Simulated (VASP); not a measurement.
# Au (Fm-3m) in VASP: a series of runs

The runs below take Au through single point, relaxation of cell and atoms, with LDA.

Everything below comes from runs of VASP 6.6.1. Logs are shortened: lines on timing, memory, paths and dates and some standing lists are left out, and cuts for length are marked.

## (1) The cell of the first run

It takes space group Fm-3m (No. 225, cubic). The conventional cell has a = 4.048 Å, b = 4.048 Å, c = 4.048 Å, α = 90.00°, β = 90.00°, γ = 90.00°. Within 3.8 Å of Au (site symmetry m-3m) lie 12 Au at 2.86 Å.

## (2) Single point, LDA

Input file INCAR:

```
SYSTEM = Au
ALGO = Normal
EDIFF = 1E-7
ENCUT = 520
GGA = CA
ISIF = 2
ISMEAR = 1
LASPH = .TRUE.
LCHARG = .TRUE.
LELF = .TRUE.
LREAL = .FALSE.
LVHAR = .TRUE.
LWAVE = .FALSE.
NBANDS = 12
NELM = 60
PREC = Accurate
SIGMA = 0.1
```

Input file KPOINTS:

```
k-points
0
G
  20 20 20
  0 0 0
```

Input file POSCAR:

```
Au
1.0
    0.0000000000      2.0241735868      2.0241735868
    2.0241735868      0.0000000000      2.0241735868
    2.0241735868      2.0241735868      0.0000000000
Au
1
Direct
    0.0000000000      0.0000000000      0.0000000000
```

Potentials or basis: VASP PAW LDA potentials, release 64 (Au).

The run is started by

```sh
$ cat potpaw_LDA.64/Au/POTCAR > POTCAR
$ mpirun -np 1 vasp_std > vasp.out
```

OUTCAR:

```text
SYSTEM = Au
   EDIFF = 1E-7
   ENCUT = 520
   GGA = CA
   ISIF = 2
   ISMEAR = 1
   LASPH = .TRUE.
   LREAL = .FALSE.
   NELM = 60
   PREC = Accurate

 ion  position               nearest neighbor table
   1  0.000  0.000  0.000-

  LATTYP: Found a face centered cubic cell.
 ALAT       =     4.0483471736

  Lattice vectors:

 A1 = (   0.0000000000,   2.0241735868,   2.0241735868)
 A2 = (   2.0241735868,   0.0000000000,   2.0241735868)
 A3 = (   2.0241735868,   2.0241735868,   0.0000000000)

Analysis of symmetry for initial positions (statically):
=====================================================================
 Subroutine PRICEL returns:
 Original cell was already a primitive cell.

 Routine SETGRP: Setting up the symmetry group for a
 face centered cubic supercell.

 Subroutine GETGRP returns: Found 48 space group operations
 (whereof 48 operations were pure point group operations)
 out of a pool of 48 trial point group operations.

The static configuration has the point symmetry O_h .

Analysis of symmetry for dynamics (positions and initial velocities):
=====================================================================
 Subroutine PRICEL returns:
 Original cell was already a primitive cell.

 Routine SETGRP: Setting up the symmetry group for a
 face centered cubic supercell.

 Subroutine GETGRP returns: Found 48 space group operations
 (whereof 48 operations were pure point group operations)
 out of a pool of 48 trial point group operations.

The dynamic configuration has the point symmetry O_h .

 Subroutine INISYM returns: Found 48 space group operations
 (whereof 48 operations are pure point group operations),
 and found     1 'primitive' translations

----------------------------------------------------------------------------------------

                                     Primitive cell

  volume of cell :      16.5872

  direct lattice vectors                    reciprocal lattice vectors
     0.000000000  2.024173587  2.024173587    -0.247014388  0.247014388  0.247014388
     2.024173587  0.000000000  2.024173587     0.247014388 -0.247014388  0.247014388
     2.024173587  2.024173587  0.000000000     0.247014388  0.247014388 -0.247014388

  length of vectors
     2.862613739  2.862613739  2.862613739     0.427841470  0.427841470  0.427841470

  position of ions in fractional coordinates (direct lattice)
     0.000000000  0.000000000  0.000000000

  ion indices of the primitive-cell ions
   primitive index   ion index
                 1           1

----------------------------------------------------------------------------------------

 KPOINTS: k-points

Automatic generation of k-mesh.
 Grid dimensions read from file:
 generate k-points for:   20   20   20

 Generating k-lattice:

  Cartesian coordinates                     Fractional coordinates (reciprocal lattice)
    -0.012350719  0.012350719  0.012350719     0.050000000  0.000000000  0.000000000
     0.012350719 -0.012350719  0.012350719     0.000000000  0.050000000  0.000000000
     0.012350719  0.012350719 -0.012350719     0.000000000  0.000000000  0.050000000

  Length of vectors
     0.021392074  0.021392074  0.021392074

  Shift w.r.t. Gamma in fractional coordinates (k-lattice)
     0.000000000  0.000000000  0.000000000

 Subroutine IBZKPT returns following result:
 ===========================================

 Found    256 irreducible k-points:

 Following reciprocal coordinates:
            Coordinates               Weight
  0.000000  0.000000  0.000000      1.000000
  0.050000  0.000000  0.000000      8.000000
  0.100000  0.000000  0.000000      8.000000
  0.150000  0.000000  0.000000      8.000000
  0.200000  0.000000  0.000000      8.000000
  0.250000  0.000000  0.000000      8.000000
[... 16 lines left out ...]
 -0.400000  0.050000  0.000000     24.000000
 -0.350000  0.050000  0.000000     24.000000
 [... further k-points ...]
   k-points           NKPTS =    256   k-points in BZ     NKDIM =    256   number of bands    NBANDS=     12
   number of dos      NEDOS =    301   number of ions     NIONS =      1
   total plane-waves  NPLWV =  13824
   dimension x,y,z NGX =    24 NGY =   24 NGZ =   24
   dimension x,y,z NGXF=    48 NGYF=   48 NGZF=   48
   ions per type =               1
   NGX,Y,Z   is equivalent  to a cutoff of  13.94, 13.94, 13.94 a.u.
   NGXF,Y,Z  is equivalent  to a cutoff of  27.88, 27.88, 27.88 a.u.
 SYSTEM =  Au
   PREC   = accura    normal or accurate (medium, high low for compatibility)
   ISTART =      0    job   : 0-new  1-cont  2-samecut
   ICHARG =      2    charge: 1-file 2-atom 10-const
   ISPIN  =      1    spin polarized calculation?
   LNONCOLLINEAR =      F non collinear calculations
   LSORBIT =      F    spin-orbit coupling
   LASPH  =      T    aspherical Exc in radial PAW
   ENCUT  =  520.0 eV  38.22 Ry    6.18 a.u.   5.32  5.32  5.32*2*pi/ulx,y,z
   NELM   =     60;   NELMIN=  2; NELMDL= -5     # of ELM steps
   EDIFF  = 0.1E-06   stopping-criterion for ELM
   LREAL  =      F    real-space projection
   EDIFFG = 0.1E-05   stopping-criterion for IOM
   NSW    =      0    number of steps for IOM
   IBRION =     -1    ionic relax: 0-MD 1-quasi-New 2-CG
   NFREE  =      0    steps in history (QN), initial steepest desc. (CG)
   ISIF   =      2    stress and relaxation
   ISYM   =      2    0-nonsym 1-usesym 2-fastsym
   POTIM  = 0.5000    time-step for ionic-motion
   TEBEG  =    0.0;   TEEND  =   0.0 temperature during run
   PSTRESS=    0.0 pullay stress
   NELECT =      11.0000    total number of electrons
   NUPDOWN=      -1.0000    fix difference up-down
   EMIN   =  10.00;   EMAX   =-10.00  energy-range for DOS
   EFERMI =   0.00;   METHOD = LEGACY
   ISMEAR =     1;   SIGMA  =   0.10  broadening in eV -4-tet -1-fermi 0-gaus
   EFERMI_NEDOS =   21; number of points for ismear=-14 and -15
   IALGO  =     38    algorithm
   IMIX   =      4    mixing-type and parameters
     AMIX     =   0.40;   BMIX     =  1.00
     AMIX_MAG =   1.60;   BMIX_MAG =  1.00
  volume/ion in A,a.u.               =      16.59       111.94
  Fermi-wavevector in a.u.,A,eV,Ry     =   1.427627  2.697823 27.730276  2.038118
  Thomas-Fermi vector in A             =   2.547776
   LORBIT       =      0    0 simple, 1 ext, 2 COOP (PROOUT), +10 PAW based schemes
   GGA     = CA    functional components
   LHFCALC =     F    Hartree Fock is set to
   AEXX    =    0.0000 exact exchange contribution
   IVDW    =     0    specifies the selected vdW correction
   LEPSILON=     F    determine dielectric tensor
   LRPA    =     F    only Hartree local field effects (RPA)
 non-spin polarized calculation
 Methfessel and Paxton  Order N= 1 SIGMA  =   0.10
  energy-cutoff  :      520.00
  volume of cell :       16.59
 maximum number of plane-waves:       460
 NGX is ok and might be reduce to    24
   NGX = 11   NGY = 11   NGZ = 11

 number of electron      10.9999999 magnetization

 Free energy of the ion-electron system (eV)
  ---------------------------------------------------
  ext. energy  EPLUGINS =         0.00000000
  ---------------------------------------------------
  free energy    TOTEN  =        -4.44546156 eV

  energy without entropy =       -4.44549232  energy(sigma->0) =       -4.44547181

 E-fermi :   9.7189     XC(G=0): -13.1398

 val. band max:        9.6610084344   @ k =   0.5000   0.1500   0.0500
 cond. band min:       9.7385202434   @ k =   0.5000   0.2500   0.1000
 fundamental gap:      0.0775118090
 Fermi energy:         9.7189004648

 k-point     1 :       0.0000    0.0000    0.0000
  band No.  band energies     occupation
      1      -0.4545      2.00000
      2       4.8918      2.00000
      3       4.8918      2.00000
      4       4.8918      2.00000
      5       6.5054      2.00000
      6       6.5054      2.00000
      7      24.1945      0.00000
      8      28.3052      0.00000
      9      28.3052      0.00000
     10      28.3052      0.00000
     11      33.4220      0.00000
     12      38.3083      0.00000

 k-point     2 :       0.0500    0.0000    0.0000
  band No.  band energies     occupation
      1      -0.3647      2.00000
      2       4.8608      2.00000
      3       4.9239      2.00000
      4       4.9239      2.00000
      5       6.4901      2.00000
      6       6.4901      2.00000
      7      24.3080      0.00000
      8      27.7271      0.00000
      9      28.4181      0.00000
     10      28.4181      0.00000
     11      33.9512      0.00000
     12      37.0390      0.00000

 k-point     3 :       0.1000    0.0000    0.0000
  band No.  band energies     occupation
      1      -0.1011      2.00000
      2       4.7792      2.00000
      3       5.0102      2.00000
      4       5.0102      2.00000
      5       6.4558      2.00000
      6       6.4558      2.00000
      7      24.5992      0.00000
      8      26.4548      0.00000
      9      28.7430      0.00000
     10      28.7430      0.00000
     11      34.1141      0.00000
     12      36.4302      0.00000

 k-point     4 :       0.1500    0.0000    0.0000
  band No.  band energies     occupation
      1       0.3161      2.00000
      2       4.6822      2.00000
      3       5.1181      2.00000
      4       5.1181      2.00000
      5       6.4387      2.00000
      6       6.4387      2.00000
      7      24.5332      0.00000
      8      25.3447      0.00000
      9      29.2307      0.00000
     10      29.2307      0.00000
     11      32.7700      0.00000
     12      35.0981      0.00000

 k-point     5 :       0.2000    0.0000    0.0000
  band No.  band energies     occupation
      1       0.8417      2.00000
      2       4.6337      2.00000
      3       5.1918      2.00000
      4       5.1918      2.00000
      5       6.4971      2.00000
      6       6.4971      2.00000
      7      22.9517      0.00000
      8      25.4491      0.00000
      9      29.7535      0.00000
     10      29.7535      0.00000
     11      31.7707      0.00000
     12      33.7594      0.00000
[... 228 lines left out ...]
      1       2.2108      2.00000
      2       4.8116      2.00000
      3       4.9128      2.00000
      4       7.2550      2.00000
      5       7.7752      2.00000
      6       9.1003      2.00000
      7      13.0294      0.00000
      8      23.7520      0.00000
      9      26.6932      0.00000
     10      26.7893      0.00000
     11      35.0397      0.00000
     12      35.1849      0.00000

 k-point    22 :      -0.4500    0.0500    0.0000
  band No.  band energies     occupation
      1       2.2118      2.00000
      2       4.8257      2.00000
      3       4.9125      2.00000
      4       7.2443      2.00000
      5       7.6864      2.00000
      6       8.9428      2.00000
      7      13.2937      0.00000
      8      23.7783      0.00000
      9      26.5265      0.00000
     10      27.0892      0.00000
     11      34.9187      0.00000
     12      35.1098      0.00000

 k-point    23 :      -0.4000    0.0500    0.0000
  band No.  band energies     occupation
      1       2.2075      2.00000
      2       4.8804      2.00000
      3       4.9534      2.00000
      4       6.8154      2.00000
      5       7.4758      2.00000
      6       8.2499      2.00000
      7      14.6913      0.00000
      8      23.9752      0.00000
      9      26.6948      0.00000
     10      27.7428      0.00000
     11      34.2495      0.00000
     12      34.8291      0.00000

 k-point    24 :      -0.3500    0.0500    0.0000
  band No.  band energies     occupation
      1       2.1601      2.00000
      2       4.9651      2.00000
      3       5.0297      2.00000
      4       6.0121      2.00000
      5       7.1799      2.00000
      6       7.7397      2.00000
      7      16.5043      0.00000
      8      24.3267      0.00000
      9      27.1451      0.00000
     10      28.7149      0.00000
     11      33.2173      0.00000
     12      34.2106      0.00000

 [... further k-points ...]
[... 5 lines left out ...]
  --------------------------------------------------------------------------------------
  -------------------------------------------------------------------------------------
  Total        0.0503877      0.0503877      0.0503877      0.0000000      0.0000000     -0.0000000
  in kB        4.8670070      4.8670070      4.8670070      0.0000000      0.0000000     -0.0000000
  external PRESSURE =       4.8670070 kB  Pullay stress =       0.0000000 kB

 VOLUME and BASIS-vectors are now :
 -----------------------------------------------------------------------------
  energy-cutoff  :      520.00
  volume of cell :       16.59
      direct lattice vectors                 reciprocal lattice vectors
     0.000000000  2.024173587  2.024173587    -0.247014388  0.247014388  0.247014388
     2.024173587  0.000000000  2.024173587     0.247014388 -0.247014388  0.247014388
     2.024173587  2.024173587  0.000000000     0.247014388  0.247014388 -0.247014388

 POSITION                                       TOTAL-FORCE (eV/Angst)
 -----------------------------------------------------------------------------------
      0.00000      0.00000      0.00000        -0.000000     -0.000000      0.000000
 -----------------------------------------------------------------------------------
    total drift:                               -0.000000      0.000000     -0.000000

  FREE ENERGIE OF THE ION-ELECTRON SYSTEM (eV)
  ---------------------------------------------------
  free  energy   TOTEN  =        -4.4454615627 eV

  energy  without entropy=       -4.4454923185  energy(sigma->0) =       -4.44547181
```

Run time: 13 s. Hardware: 1 thread of Intel Xeon 6975P-C (Granite Rapids), shared host; peak memory 0.16 GiB.

Results:

```
Free energy : -4.4455 eV
Pressure    : 0.5 GPa
```

Caveat: spin-orbit coupling is left out, which moves the levels of the heavy elements.

(Part 1 of 2 ends here.)
